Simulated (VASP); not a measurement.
Crystal: Hf2H5.

```
Hf H
1.0
    -2.10757    2.61567    4.00834
     2.10757   -2.61567    4.00834
     2.10757    2.61567   -4.00834
Hf H
2 5
Cartesian
  0.0000 0.0000 6.1460
  0.0000 0.0000 1.8707
  0.9061 0.0000 3.4365
  0.9061 0.0000 4.5802
  1.2014 2.6157 -0.5719
  1.2014 2.6157 0.5719
  0.0000 0.0000 0.0000
```

The cell was built from a structure type or drawn by symmetry, and may not be a known phase.

- Program: VASP 6.6.1
- Task: relaxation of cell and atoms
- Functional: PBE
- Potentials or basis: VASP PAW PBE potentials, release 64 (Hf_pv, H)
- Cutoff: 600 eV
- k mesh: 5 × 5 × 5
- Occupations: gaussian, width 0.2 eV
- Spin: no spin polarisation

At the start: pressure 0.3 GPa; volume 12.63 Å³/atom.

Problem. Where does the relaxation end?

Solution. Over 36 steps the energy falls by 1105.9 meV/atom and the volume is 11.26 Å³/atom (-10.8 %); space group Immm (No. 71, to 0.1 Å) before and after.

Step by step:
```tsv
step	energy change (eV)	largest force (eV/Å)	pressure (GPa)	volume (Å³)
1	0.0000	2.3727	0.28	88.39
2	-1.2393	0.9147	-6.91	88.50
3	-1.4885	1.0878	-8.18	88.43
4	-1.5993	2.1481	-7.65	88.04
5	-2.4170	0.9719	-3.01	78.17
6	-2.4192	1.0154	-2.77	77.87
7	-2.6380	0.5289	-3.16	74.28
8	-2.6966	0.8195	-2.85	72.26
9	-2.7836	1.3911	-0.98	68.28
10	-2.9805	1.2175	0.16	66.89
11	-3.5563	1.3970	6.76	62.75
12	-3.5173	3.3394	37.87	54.64
13	-3.8340	1.6203	16.73	59.28
14	-3.8417	1.5626	24.08	57.36
15	-3.8577	1.5909	21.51	57.98
16	-3.9387	1.5598	23.15	57.69
17	-4.1031	2.3492	29.04	56.79
18	-3.9347	4.4611	42.78	54.89
19	-4.1276	2.9520	32.85	56.22
20	-4.4677	2.7347	31.27	56.92
21	-5.3204	2.1180	27.23	58.96
22	-6.3205	0.6534	21.93	62.89
23	-5.3859	3.4431	19.83	70.03
24	-6.4862	1.0114	20.61	65.11
25	-6.9248	0.7469	12.74	68.28
26	-7.2935	0.7039	1.31	74.60
27	-7.3055	0.7395	-0.52	75.93
28	-7.3768	0.6952	-0.47	76.17
29	-7.5124	0.5608	-0.04	76.88
30	-7.4610	2.0770	2.05	78.18
31	-7.5399	1.1418	0.62	77.41
32	-7.6099	0.9160	0.31	77.87
33	-7.7268	0.2568	-0.51	79.25
34	-7.7348	0.1321	-0.76	79.71
35	-7.7400	0.0813	-0.22	79.24
36	-7.7415	0.0414	0.29	78.82
```

Final structure:
```xyz
7
Lattice="-2.3793 1.6172 5.1208 2.3793 -1.6172 5.1208 2.3793 1.6172 -5.1208" Properties=species:S:1:pos:R:3 pbc="T T T"
Hf    0.0000    0.0000    8.3194
Hf    0.0000    0.0000    1.9222
H     1.1980    0.0000    3.5040
H     1.1980    0.0000    6.7376
H     1.1813    1.6172   -1.6168
H     1.1813    1.6172    1.6168
H     0.0000    0.0000    0.0000
```

Caveat: the relaxation stopped at a loose force limit of 0.08 eV/Å, so its end isn't a converged minimum.
